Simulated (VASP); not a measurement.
# BAs (F-43m) in VASP: further runs

The runs below take BAs through single point, with PBE, HSE06.

All numbers are computed with VASP 6.6.1; they aren't measurements. Logs are shortened: lines on timing, memory, paths and dates and some standing lists are left out, and cuts for length are marked.

### Step 1. The cell of the first run

It takes space group F-43m (No. 216, cubic). The conventional cell has a = 4.535 Å, b = 4.535 Å, c = 4.535 Å, α = 90.00°, β = 90.00°, γ = 90.00°. Within 2.6 Å of B (site symmetry -43m) lie 4 As at 1.96 Å. Within 2.6 Å of As (site symmetry -43m) lie 4 B at 1.96 Å.

### Step 2. Single point, PBE (strain -5.2%)

INCAR

```
SYSTEM = BAs
PREC = Accurate ; ENCUT = 520
EDIFF = 1E-6 ; ISMEAR = -1
SIGMA = 0.02 ; LREAL = .False.
LASPH = .True. ; NELM = 100
ALGO = Normal ; ISIF = 2
LWAVE = .False. ; LCHARG = .False.
GGA = PE ; NBANDS = 11
```

KPOINTS

```
Automatic mesh
0
Gamma
  10 10 10
  0 0 0
```

POSCAR

```
BAs
1.0
    0.0000000000      2.2674904884      2.2674904884
    2.2674904884      0.0000000000      2.2674904884
    2.2674904884      2.2674904884      0.0000000000
B As
1 1
Direct
    0.0000000000      0.0000000000      0.0000000000
    0.2500000000      0.2500000000      0.2500000000
```

Potentials or basis: VASP PAW PBE potentials, release 64 (B, As).

The run is started by

```bash
$ cat potpaw_PBE.64/B/POTCAR potpaw_PBE.64/As/POTCAR > POTCAR
$ mpirun -np 1 vasp_std > vasp.out
```

OUTCAR:

```text
SYSTEM = BAs
   PREC = Accurate
   ENCUT = 520
   EDIFF = 1E-6
   ISMEAR = -1
   LREAL = .False.
   LASPH = .True.
   NELM = 100
   ISIF = 2
   GGA = PE

 ion  position               nearest neighbor table
   1  0.000  0.000  0.000-   2 1.96   2 1.96   2 1.96   2 1.96
   2  0.250  0.250  0.250-   1 1.96   1 1.96   1 1.96   1 1.96

  LATTYP: Found a face centered cubic cell.
 ALAT       =     4.5349809768

  Lattice vectors:

 A1 = (   0.0000000000,   2.2674904884,   2.2674904884)
 A2 = (   2.2674904884,   0.0000000000,   2.2674904884)
 A3 = (   2.2674904884,   2.2674904884,   0.0000000000)

Analysis of symmetry for initial positions (statically):
=====================================================================
 Subroutine PRICEL returns:
 Original cell was already a primitive cell.

 Routine SETGRP: Setting up the symmetry group for a
 face centered cubic supercell.

 Subroutine GETGRP returns: Found 24 space group operations
 (whereof 24 operations were pure point group operations)
 out of a pool of 48 trial point group operations.

The static configuration has the point symmetry T_d .

Analysis of symmetry for dynamics (positions and initial velocities):
=====================================================================
 Subroutine PRICEL returns:
 Original cell was already a primitive cell.

 Routine SETGRP: Setting up the symmetry group for a
 face centered cubic supercell.

 Subroutine GETGRP returns: Found 24 space group operations
 (whereof 24 operations were pure point group operations)
 out of a pool of 48 trial point group operations.

The dynamic configuration has the point symmetry T_d .

 Subroutine INISYM returns: Found 24 space group operations
 (whereof 24 operations are pure point group operations),
 and found     1 'primitive' translations

----------------------------------------------------------------------------------------

                                     Primitive cell

  volume of cell :      23.3167

  direct lattice vectors                    reciprocal lattice vectors
     0.000000000  2.267490488  2.267490488    -0.220508091  0.220508091  0.220508091
     2.267490488  0.000000000  2.267490488     0.220508091 -0.220508091  0.220508091
     2.267490488  2.267490488  0.000000000     0.220508091  0.220508091 -0.220508091

  length of vectors
     3.206715801  3.206715801  3.206715801     0.381931218  0.381931218  0.381931218

  position of ions in fractional coordinates (direct lattice)
     0.000000000  0.000000000  0.000000000
     0.250000000  0.250000000  0.250000000

  ion indices of the primitive-cell ions
   primitive index   ion index
                 1           1
                 2           2

----------------------------------------------------------------------------------------

 KPOINTS: Automatic mesh

Automatic generation of k-mesh.
 Grid dimensions read from file:
 generate k-points for:   10   10   10

 Generating k-lattice:

  Cartesian coordinates                     Fractional coordinates (reciprocal lattice)
    -0.022050809  0.022050809  0.022050809     0.100000000  0.000000000  0.000000000
     0.022050809 -0.022050809  0.022050809     0.000000000  0.100000000  0.000000000
     0.022050809  0.022050809 -0.022050809     0.000000000  0.000000000  0.100000000

  Length of vectors
     0.038193122  0.038193122  0.038193122

  Shift w.r.t. Gamma in fractional coordinates (k-lattice)
     0.000000000  0.000000000  0.000000000

 Subroutine IBZKPT returns following result:
 ===========================================

 Found     47 irreducible k-points:

 Following reciprocal coordinates:
            Coordinates               Weight
  0.000000  0.000000  0.000000      1.000000
  0.100000  0.000000  0.000000      8.000000
  0.200000  0.000000  0.000000      8.000000
  0.300000  0.000000  0.000000      8.000000
  0.400000  0.000000  0.000000      8.000000
  0.500000  0.000000  0.000000      4.000000
[... 16 lines left out ...]
  0.300000  0.300000  0.000000      6.000000
  0.400000  0.300000  0.000000     24.000000
 [... further k-points ...]
   k-points           NKPTS =     47   k-points in BZ     NKDIM =     47   number of bands    NBANDS=     11
   number of dos      NEDOS =    301   number of ions     NIONS =      2
   total plane-waves  NPLWV =  13824
   dimension x,y,z NGX =    24 NGY =   24 NGZ =   24
   dimension x,y,z NGXF=    48 NGYF=   48 NGZF=   48
   ions per type =               1   1
   NGX,Y,Z   is equivalent  to a cutoff of  12.44, 12.44, 12.44 a.u.
   NGXF,Y,Z  is equivalent  to a cutoff of  24.88, 24.88, 24.88 a.u.
 SYSTEM =  BAs
   PREC   = accura    normal or accurate (medium, high low for compatibility)
   ISTART =      0    job   : 0-new  1-cont  2-samecut
   ICHARG =      2    charge: 1-file 2-atom 10-const
   ISPIN  =      1    spin polarized calculation?
   LNONCOLLINEAR =      F non collinear calculations
   LSORBIT =      F    spin-orbit coupling
   LASPH  =      T    aspherical Exc in radial PAW
   ENCUT  =  520.0 eV  38.22 Ry    6.18 a.u.   5.96  5.96  5.96*2*pi/ulx,y,z
   NELM   =    100;   NELMIN=  2; NELMDL= -5     # of ELM steps
   EDIFF  = 0.1E-05   stopping-criterion for ELM
   LREAL  =      F    real-space projection
   EDIFFG = 0.1E-04   stopping-criterion for IOM
   NSW    =      0    number of steps for IOM
   IBRION =     -1    ionic relax: 0-MD 1-quasi-New 2-CG
   NFREE  =      0    steps in history (QN), initial steepest desc. (CG)
   ISIF   =      2    stress and relaxation
   ISYM   =      2    0-nonsym 1-usesym 2-fastsym
   POTIM  = 0.5000    time-step for ionic-motion
   TEBEG  =    0.0;   TEEND  =   0.0 temperature during run
   PSTRESS=    0.0 pullay stress
   NELECT =       8.0000    total number of electrons
   NUPDOWN=      -1.0000    fix difference up-down
   EMIN   =  10.00;   EMAX   =-10.00  energy-range for DOS
   EFERMI =   0.00;   METHOD = LEGACY
   ISMEAR =    -1;   SIGMA  =   0.02  broadening in eV -4-tet -1-fermi 0-gaus
   EFERMI_NEDOS =   21; number of points for ismear=-14 and -15
   IALGO  =     38    algorithm
   IMIX   =      4    mixing-type and parameters
     AMIX     =   0.40;   BMIX     =  1.00
     AMIX_MAG =   1.60;   BMIX_MAG =  1.00
  volume/ion in A,a.u.               =      11.66        78.67
  Fermi-wavevector in a.u.,A,eV,Ry     =   1.146083  2.165783 17.871333  1.313506
  Thomas-Fermi vector in A             =   2.282769
   LORBIT       =      0    0 simple, 1 ext, 2 COOP (PROOUT), +10 PAW based schemes
   GGA     = PE    functional components
   LHFCALC =     F    Hartree Fock is set to
   AEXX    =    0.0000 exact exchange contribution
   IVDW    =     0    specifies the selected vdW correction
   LEPSILON=     F    determine dielectric tensor
   LRPA    =     F    only Hartree local field effects (RPA)
 non-spin polarized calculation
  energy-cutoff  :      520.00
  volume of cell :       23.32
 maximum number of plane-waves:       636
   NGX = 11   NGY = 11   NGZ = 11

 number of electron       8.0000000 magnetization

 Free energy of the ion-electron system (eV)
  ---------------------------------------------------
  ext. energy  EPLUGINS =         0.00000000
  ---------------------------------------------------
  free energy    TOTEN  =       -10.98592871 eV

  energy without entropy =      -10.98592871  energy(sigma->0) =      -10.98592871

 E-fermi :   8.3662     XC(G=0): -11.2727

 val. band max:        7.9648358517   @ k =   0.0000   0.0000   0.0000
 cond. band min:       8.9685766833   @ k =   0.4000   0.4000   0.0000
 fundamental gap:      1.0037408316
 Fermi energy:         8.3662261367

 k-point     1 :       0.0000    0.0000    0.0000
  band No.  band energies     occupation
      1      -8.9614      2.00000
      2       7.9648      2.00000
      3       7.9648      2.00000
      4       7.9648      2.00000
      5      11.4607      0.00000
      6      11.4607      0.00000
      7      11.4607      0.00000
      8      14.7011      0.00000
      9      18.4043      0.00000
     10      21.5803      0.00000
     11      21.5803      0.00000

 k-point     2 :       0.1000    0.0000    0.0000
  band No.  band energies     occupation
      1      -8.7729      2.00000
      2       6.4494      2.00000
      3       7.6062      2.00000
      4       7.6062      2.00000
      5      11.8676      0.00000
      6      11.9279      0.00000
      7      11.9279      0.00000
      8      15.2783      0.00000
      9      19.1849      0.00000
     10      20.2970      0.00000
     11      20.2970      0.00000

 k-point     3 :       0.2000    0.0000    0.0000
  band No.  band energies     occupation
      1      -8.2138      2.00000
      2       3.8136      2.00000
      3       6.9393      2.00000
      4       6.9393      2.00000
      5      11.9417      0.00000
      6      12.7261      0.00000
      7      12.7261      0.00000
      8      16.4348      0.00000
      9      19.5001      0.00000
     10      19.5001      0.00000
     11      20.1774      0.00000

 k-point     4 :       0.3000    0.0000    0.0000
  band No.  band energies     occupation
      1      -7.3142      2.00000
      2       1.2122      2.00000
      3       6.3597      2.00000
      4       6.3597      2.00000
      5      11.7982      0.00000
      6      13.0753      0.00000
      7      13.0753      0.00000
      8      17.1587      0.00000
      9      20.1152      0.00000
     10      20.1152      0.00000
     11      20.4088      0.00000
[... 239 lines left out ...]
 k-point    22 :      -0.2000    0.2000    0.0000
  band No.  band energies     occupation
      1      -7.0090      2.00000
      2       2.0408      2.00000
      3       3.1977      2.00000
      4       6.4760      2.00000
      5      12.4332      0.00000
      6      13.5143      0.00000
      7      14.6265      0.00000
      8      15.8268      0.00000
      9      18.0782      0.00000
     10      21.6693      0.00000
     11      23.9248      0.00000

 k-point    23 :       0.3000    0.3000    0.0000
  band No.  band energies     occupation
      1      -6.7436      2.00000
      2       2.5252      2.00000
      3       4.2191      2.00000
      4       4.2191      2.00000
      5       9.2500      0.00000
      6      11.6256      0.00000
      7      17.4572      0.00000
      8      17.4572      0.00000
      9      20.4709      0.00000
     10      23.9283      0.00000
     11      25.0710      0.00000

 k-point    24 :       0.4000    0.3000    0.0000
  band No.  band energies     occupation
      1      -5.8783      2.00000
      2       1.0636      2.00000
      3       3.3031      2.00000
      4       3.8787      2.00000
      5       9.5680      0.00000
      6      11.3630      0.00000
      7      17.9875      0.00000
      8      18.0932      0.00000
      9      21.4445      0.00000
     10      24.9088      0.00000
     11      25.9242      0.00000

 [... further k-points ...]

------------------------ aborting loop because EDIFF is reached ----------------------------------------

  FORCE on cell =-STRESS in cart. coord.  units (eV):
  Direction    XX          YY          ZZ          XY          YZ          ZX
  --------------------------------------------------------------------------------------
  -------------------------------------------------------------------------------------
  Total        5.0184913      5.0184913      5.0184913     -0.0000000     -0.0000000      0.0000000
  in kB      344.8397682    344.8397682    344.8397682     -0.0000000     -0.0000000      0.0000000
  external PRESSURE =     344.8397682 kB  Pullay stress =       0.0000000 kB

 VOLUME and BASIS-vectors are now :
 -----------------------------------------------------------------------------
  energy-cutoff  :      520.00
  volume of cell :       23.32
      direct lattice vectors                 reciprocal lattice vectors
     0.000000000  2.267490488  2.267490488    -0.220508091  0.220508091  0.220508091
     2.267490488  0.000000000  2.267490488     0.220508091 -0.220508091  0.220508091
     2.267490488  2.267490488  0.000000000     0.220508091  0.220508091 -0.220508091

 POSITION                                       TOTAL-FORCE (eV/Angst)
 -----------------------------------------------------------------------------------
      0.00000      0.00000      0.00000        -0.000000     -0.000000     -0.000000
      1.13375      1.13375      1.13375         0.000000      0.000000      0.000000
 -----------------------------------------------------------------------------------
    total drift:                                0.000000      0.000000      0.000000

  FREE ENERGIE OF THE ION-ELECTRON SYSTEM (eV)
  ---------------------------------------------------
  free  energy   TOTEN  =       -10.9859287080 eV

  energy  without entropy=      -10.9859287080  energy(sigma->0) =      -10.98592871
```

Run time: 6.6 s. Hardware: 1 thread of Intel Xeon Platinum 8375C at 2.90GHz (Ice Lake), shared host; peak memory 0.14 GiB.

Results:

| Quantity | Value |
| --- | --- |
| Free energy | -10.9859 eV |
| Pressure | 34.5 GPa |
| Band gap on the k mesh | 1.00 eV (least direct gap 3.50 eV) |

Levels at points of the mesh, in eV from the valence-band top:
```
           k point  band 1  band 2  band 3  band 4  band 5  band 6  band 7  band 8  band 9
(0.00, 0.00, 0.00)  -16.93    0.00    0.00    0.00    3.50    3.50    3.50    6.74   10.44
(0.50, 0.00, 0.00)  -13.45  -10.02   -2.10   -2.10    3.67    4.95    4.95    9.11   13.96
(0.50, 0.50, 0.00)  -11.88   -9.46   -4.77   -4.77    1.20    1.29   12.93   12.93   14.36
```

Caveat: the cell differs from its parent crystal (strain -5.2%); the cell stands under pressure.

### Step 3. Single point, HSE06 (strain -5.2%)

POSCAR is that of step 2.

INCAR.step1

```
SYSTEM = BAs
PREC = Accurate ; ENCUT = 520
EDIFF = 1E-5 ; ISMEAR = 0
SIGMA = 0.01 ; LREAL = .False.
LASPH = .True. ; NELM = 80
ALGO = Normal ; ISIF = 2
LWAVE = .True. ; LCHARG = .False.
NBANDS = 11 ; GGA = PE
```

INCAR.step2

```
SYSTEM = BAs
PREC = Accurate ; ENCUT = 520
EDIFF = 1E-6 ; ISMEAR = 0
SIGMA = 0.01 ; LREAL = .False.
LASPH = .True. ; NELM = 80
ALGO = Normal ; ISIF = 2
LWAVE = .False. ; LCHARG = .False.
GGA = PE ; LHFCALC = .True.
HFSCREEN = 0.2079 ; PRECFOCK = Normal
NBANDS = 11 ; ISTART = 1
```

KPOINTS

```
Automatic mesh
0
Gamma
  6 6 6
  0 0 0
```

Potentials or basis: VASP PAW PBE potentials, release 64 (B, As).

The run is started by

```bash
$ cat potpaw_PBE.64/B/POTCAR potpaw_PBE.64/As/POTCAR > POTCAR
$ cp INCAR.step1 INCAR
$ mpirun -np 1 vasp_std > vasp.out
$ cp INCAR.step2 INCAR
$ mpirun -np 1 vasp_std > vasp.out
```

Wall time 6 min (1 thread of Intel Xeon Platinum 8375C at 2.90GHz (Ice Lake), shared host); peak memory 0.25 GiB.

Results (log left out):

```
Free energy            : -12.9215 eV
Pressure               : 30.4 GPa
Band gap on the k mesh : 1.82 eV (least direct gap 4.34 eV)
```

Levels at points of the mesh, in eV from the valence-band top:
```tsv
k point	band 1	band 2	band 3	band 4	band 5	band 6	band 7	band 8	band 9
(0.00, 0.00, 0.00)	-18.58	0.00	0.00	0.00	4.34	4.34	4.34	8.07	11.57
(0.50, 0.00, 0.00)	-14.74	-11.02	-2.29	-2.29	4.61	5.86	5.86	10.28	15.46
(0.50, 0.50, 0.00)	-12.97	-10.48	-5.21	-5.21	1.85	2.00	14.57	14.57	16.05
```

Caveat: the cell differs from its parent crystal (strain -5.2%); the cell stands under pressure; the PAW data sets were made with another functional, which shifts forces and pressure a little. A k mesh can miss the band edges.
